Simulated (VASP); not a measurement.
# V (P6_3/mmc) in VASP: further runs

Runs on V. Level: PBEsol. Tasks: single point, relaxation of cell and atoms.

All numbers are computed with VASP 6.6.1; they aren't measurements. Logs are shortened: lines on timing, memory, paths and dates and some standing lists are left out, and cuts for length are marked.

**1. The cell of the first run**

Symmetry: P6_3/mmc, No. 194, hexagonal system. Conventional cell: a = 2.574 Å, b = 2.574 Å, c = 4.642 Å, α = 90.00°, β = 90.00°, γ = 120.00°. Within 3.4 Å of V (site symmetry -6m2) lie 12 V at 2.57 to 2.76 Å.

This isn't the form of V at room conditions, which is bcc.

**2. Single point, PBEsol**

Input file INCAR:

```
PREC = Accurate ; ENCUT = 520
EDIFF = 1E-6 ; ISMEAR = 0
SIGMA = 0.15 ; LREAL = False
LASPH = True ; NELM = 100
ALGO = Normal ; ISIF = 2
LWAVE = False ; LCHARG = False
GGA = PS ; NBANDS = 20
```

Input file KPOINTS:

```
Automatic mesh
0
Gamma
  27 27 14
```

Input file POSCAR:

```
V
1.0
    2.5737877037      0.0000000000      0.0000000000
   -1.2868938518      2.2289655354      0.0000000000
    0.0000000000      0.0000000000      4.6421385966
V
2
Direct
    0.6666666667      0.3333333333      0.7500000000
    0.3333333333      0.6666666667      0.2500000000
```

Potentials or basis: VASP PAW PBE potentials, release 64 (V_sv).

Started as:

```console
$ cat potpaw_PBE.64/V_sv/POTCAR > POTCAR
$ mpirun -np 1 vasp_std > vasp.out
```

OUTCAR:

```text
PREC = Accurate
   ENCUT = 520
   EDIFF = 1E-6
   ISMEAR = 0
   LREAL = False
   LASPH = True
   NELM = 100
   ISIF = 2
   GGA = PS

 ion  position               nearest neighbor table
   1  0.667  0.333  0.750-   2 2.76   2 2.76   2 2.76   2 2.76   2 2.76   2 2.76
   2  0.333  0.667  0.250-   1 2.76   1 2.76   1 2.76   1 2.76   1 2.76   1 2.76

  LATTYP: Found a hexagonal cell.
 ALAT       =     2.5737877037
 C/A-ratio  =     1.8036214059

  Lattice vectors:

 A1 = (   2.5737877037,   0.0000000000,   0.0000000000)
 A2 = (  -1.2868938518,   2.2289655354,   0.0000000000)
 A3 = (   0.0000000000,   0.0000000000,   4.6421385966)

Analysis of symmetry for initial positions (statically):
=====================================================================
 Subroutine PRICEL returns:
 Original cell was already a primitive cell.

 Routine SETGRP: Setting up the symmetry group for a
 hexagonal supercell.

 Subroutine GETGRP returns: Found 24 space group operations
 (whereof 12 operations were pure point group operations)
 out of a pool of 24 trial point group operations.

The static configuration has the point symmetry D_3d.
 The point group associated with its full space group is D_6h.

Analysis of symmetry for dynamics (positions and initial velocities):
=====================================================================
 Subroutine PRICEL returns:
 Original cell was already a primitive cell.

 Routine SETGRP: Setting up the symmetry group for a
 hexagonal supercell.

 Subroutine GETGRP returns: Found 24 space group operations
 (whereof 12 operations were pure point group operations)
 out of a pool of 24 trial point group operations.

The dynamic configuration has the point symmetry D_3d.
 The point group associated with its full space group is D_6h.

 Subroutine INISYM returns: Found 24 space group operations
 (whereof 12 operations are pure point group operations),
 and found     1 'primitive' translations

----------------------------------------------------------------------------------------

                                     Primitive cell

  volume of cell :      26.6314

  direct lattice vectors                    reciprocal lattice vectors
     2.573787704  0.000000000  0.000000000     0.388532434  0.224319305  0.000000000
    -1.286893852  2.228965535  0.000000000     0.000000000  0.448638610  0.000000000
     0.000000000  0.000000000  4.642138597     0.000000000  0.000000000  0.215417954

  length of vectors
[... 74 lines left out ...]
   ISTART =      0    job   : 0-new  1-cont  2-samecut
   ICHARG =      2    charge: 1-file 2-atom 10-const
   ISPIN  =      1    spin polarized calculation?
   LNONCOLLINEAR =      F non collinear calculations
   LSORBIT =      F    spin-orbit coupling
   LASPH  =      T    aspherical Exc in radial PAW
   ENCUT  =  520.0 eV  38.22 Ry    6.18 a.u.   4.79  4.79  8.63*2*pi/ulx,y,z
   NELM   =    100;   NELMIN=  2; NELMDL= -5     # of ELM steps
   EDIFF  = 0.1E-05   stopping-criterion for ELM
   LREAL  =      F    real-space projection
[... 7 lines left out ...]
   TEBEG  =    0.0;   TEEND  =   0.0 temperature during run
   PSTRESS=    0.0 pullay stress
   NELECT =      26.0000    total number of electrons
   NUPDOWN=      -1.0000    fix difference up-down
   EMIN   =  10.00;   EMAX   =-10.00  energy-range for DOS
   EFERMI =   0.00;   METHOD = LEGACY
   ISMEAR =     0;   SIGMA  =   0.15  broadening in eV -4-tet -1-fermi 0-gaus
   EFERMI_NEDOS =   21; number of points for ismear=-14 and -15
   IALGO  =     38    algorithm
   IMIX   =      4    mixing-type and parameters
     AMIX     =   0.40;   BMIX     =  1.00
     AMIX_MAG =   1.60;   BMIX_MAG =  1.00
  volume/ion in A,a.u.               =      13.32        89.86
  Fermi-wavevector in a.u.,A,eV,Ry     =   1.624057  3.069022 35.886190  2.637561
  Thomas-Fermi vector in A             =   2.717406
   LORBIT       =      0    0 simple, 1 ext, 2 COOP (PROOUT), +10 PAW based schemes
   GGA     = PS    functional components
   LHFCALC =     F    Hartree Fock is set to
   AEXX    =    0.0000 exact exchange contribution
   IVDW    =     0    specifies the selected vdW correction
   LEPSILON=     F    determine dielectric tensor
   LRPA    =     F    only Hartree local field effects (RPA)
 non-spin polarized calculation
 Gauss-broadening in eV      SIGMA  =   0.15
  energy-cutoff  :      520.00
  volume of cell :       26.63
 maximum number of plane-waves:       734
 NGX is ok and might be reduce to    20
   NGX =  9   NGY =  9   NGZ = 17

 number of electron      26.0000010 magnetization

 Free energy of the ion-electron system (eV)
  ---------------------------------------------------
  ext. energy  EPLUGINS =         0.00000000
  ---------------------------------------------------
  free energy    TOTEN  =       -18.75119703 eV

  energy without entropy =      -18.71333073  energy(sigma->0) =      -18.73226388

 E-fermi :  10.0686     XC(G=0): -13.1051

 val. band max:       10.0682489044   @ k =   0.2593   0.1852   0.2143
 cond. band min:      10.0686663654   @ k =   0.2222   0.2222   0.1429
 fundamental gap:      0.0004174610
 Fermi energy:        10.0686282129

 k-point     1 :       0.0000    0.0000    0.0000
  band No.  band energies     occupation
      1     -53.6811      2.00000
      2     -53.5487      2.00000
      3     -27.9341      2.00000
      4     -27.1877      2.00000
      5     -27.0569      2.00000
      6     -27.0569      2.00000
[... 541 lines left out ...]
     19      13.6261      0.00000
     20      18.0200      0.00000

 [... further k-points ...]

------------------------ aborting loop because EDIFF is reached ----------------------------------------

  FORCE on cell =-STRESS in cart. coord.  units (eV):
  Direction    XX          YY          ZZ          XY          YZ          ZX
  --------------------------------------------------------------------------------------
  -------------------------------------------------------------------------------------
  Total        0.0292180      0.0292180      0.0406386      0.0000000     -0.0000000     -0.0000000
  in kB        1.7577924      1.7577924      2.4448672      0.0000000     -0.0000000     -0.0000000
  external PRESSURE =       1.9868173 kB  Pullay stress =       0.0000000 kB

 VOLUME and BASIS-vectors are now :
 -----------------------------------------------------------------------------
  energy-cutoff  :      520.00
  volume of cell :       26.63
      direct lattice vectors                 reciprocal lattice vectors
     2.573787704  0.000000000  0.000000000     0.388532434  0.224319305  0.000000000
    -1.286893852  2.228965535  0.000000000     0.000000000  0.448638610  0.000000000
     0.000000000  0.000000000  4.642138597     0.000000000  0.000000000  0.215417954

 POSITION                                       TOTAL-FORCE (eV/Angst)
 -----------------------------------------------------------------------------------
      1.28689      0.74299      3.48160        -0.000000     -0.000000      0.000000
     -0.00000      1.48598      1.16053         0.000000      0.000000      0.000000
 -----------------------------------------------------------------------------------
    total drift:                               -0.000000      0.000000     -0.000000

  FREE ENERGIE OF THE ION-ELECTRON SYSTEM (eV)
  ---------------------------------------------------
  free  energy   TOTEN  =       -18.7511970332 eV

  energy  without entropy=      -18.7133307317  energy(sigma->0) =      -18.73226388
```

OSZICAR:

```text
N       E                     dE             d eps       ncg     rms          rms(c)
DAV:   1     0.324580152642E+03    0.32458E+03   -0.16401E+04 24032   0.153E+03
DAV:   2    -0.120333832944E+02   -0.33661E+03   -0.33086E+03 24800   0.495E+02
DAV:   3    -0.214455817270E+02   -0.94122E+01   -0.92348E+01 26196   0.986E+01
DAV:   4    -0.215398793064E+02   -0.94298E-01   -0.94054E-01 24472   0.101E+01
DAV:   5    -0.215410444538E+02   -0.11651E-02   -0.11651E-02 25284   0.112E+00    0.275E+01
DAV:   6    -0.188255919810E+02    0.27155E+01   -0.11261E+01 24208   0.345E+01    0.313E+00
DAV:   7    -0.187719485798E+02    0.53643E-01   -0.13444E-01 25028   0.332E+00    0.132E+00
DAV:   8    -0.187512566799E+02    0.20692E-01   -0.17037E-02 24396   0.153E+00    0.193E-01
DAV:   9    -0.187511785109E+02    0.78169E-04   -0.79480E-04 24472   0.299E-01    0.404E-02
DAV:  10    -0.187511962947E+02   -0.17784E-04   -0.50189E-05 28876   0.796E-02    0.125E-02
DAV:  11    -0.187511970332E+02   -0.73851E-06   -0.24776E-06 19512   0.160E-02
   1 F= -.18751197E+02 E0= -.18732264E+02  d E =-.378663E-01
```

Wall time 86 s (1 thread of Intel Xeon 6975P-C (Granite Rapids), shared host); peak memory 0.34 GiB.

What came out:

```
Free energy            : -18.7512 eV
Pressure               : 0.2 GPa
Band gap on the k mesh : zero (bands 13 and 14 overlap by 2.31 eV)
```

Caveat: the PAW data sets were made with another functional, which shifts forces and pressure a little.

**3. Single point, PBEsol**

Input file INCAR:

```
SYSTEM = V
ALGO = Normal ; EDIFF = 1E-6
ENCUT = 520 ; GGA = PS
ISIF = 2 ; ISMEAR = 0
LASPH = .TRUE. ; LCHARG = .TRUE.
LELF = .TRUE. ; LREAL = .FALSE.
LVHAR = .TRUE. ; LWAVE = .FALSE.
NBANDS = 20 ; NELM = 100
PREC = Accurate ; SIGMA = 0.1
```

Input file KPOINTS:

```
k-points
0
G
  18 18 10
  0 0 0
```

POSCAR is that of step 2.

Potentials or basis: VASP PAW PBE potentials, release 64 (V_sv).

Started as:

```console
$ cat potpaw_PBE.64/V_sv/POTCAR > POTCAR
$ mpirun -np 1 vasp_std > vasp.out
```

Wall time 34 s (1 thread of Intel Xeon 6975P-C (Granite Rapids), shared host); peak memory 0.21 GiB.

The run converged. Its results:

```
Free energy            : -18.7416 eV
Pressure               : 0.1 GPa
Band gap on the k mesh : zero (bands 13 and 14 overlap by 2.32 eV)
```

Levels at points of the mesh, in eV from the Fermi level:
```tsv
k point	band 9	band 10	band 11	band 12	band 13	band 14	band 15	band 16	band 17	band 18
(0.00, 0.00, 0.00)	-6.97	-3.54	-0.59	-0.12	0.32	0.32	0.66	0.66	1.88	1.88
(0.50, 0.00, 0.00)	-3.10	-2.96	-2.88	-0.38	-0.16	0.34	0.59	3.12	3.69	3.81
(0.00, 0.00, 0.50)	-5.13	-5.13	-1.05	-1.05	0.36	0.36	0.36	0.36	2.61	2.61
(0.50, 0.00, 0.50)	-3.42	-3.42	-1.90	-1.90	1.70	1.70	1.73	1.73	3.75	3.75
```

Caveat: the PAW data sets were made with another functional, which shifts forces and pressure a little.

[end of part 1 of 2]

The gap in the log of VASP goes by the Fermi energy; the results here count the filled bands.